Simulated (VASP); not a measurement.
Here is a VASP 6.6.1 calculation.

Contents of INCAR:

```
SYSTEM = Pb
PREC = Accurate ; ENCUT = 520
EDIFF = 1E-7 ; ISMEAR = 1
SIGMA = 0.03 ; LREAL = .FALSE.
LASPH = .TRUE. ; NELM = 100
ALGO = Normal ; ISIF = 2
LWAVE = .FALSE. ; LCHARG = .FALSE.
GGA = PE ; NBANDS = 13
```

The input KPOINTS:

```
Automatic mesh
0
G
  11 11 11
  0 0 0
```

The input POSCAR:

```
Pb
1.0
    0.0000000000      2.5175937382      2.5175937382
    2.5175937382      0.0000000000      2.5175937382
    2.5175937382      2.5175937382      0.0000000000
Pb
1
Direct
    0.0000000000      0.0000000000      0.0000000000
```

Potentials or basis: VASP PAW PBE potentials, release 64 (Pb_d).

Command:

```sh
$ cat potpaw_PBE.64/Pb_d/POTCAR > POTCAR
$ mpirun -np 1 vasp_std > vasp.out
```

Question: What does it give for the pressure?

Answer: -0.2 GPa.

Question: What does it give for the band gap on the k mesh?

Answer: Zero (band 7 reaches 13.74 eV, above the bottom of band 8 at 5.37 eV).

Caveat: spin-orbit coupling is left out, which moves the levels of the heavy elements.
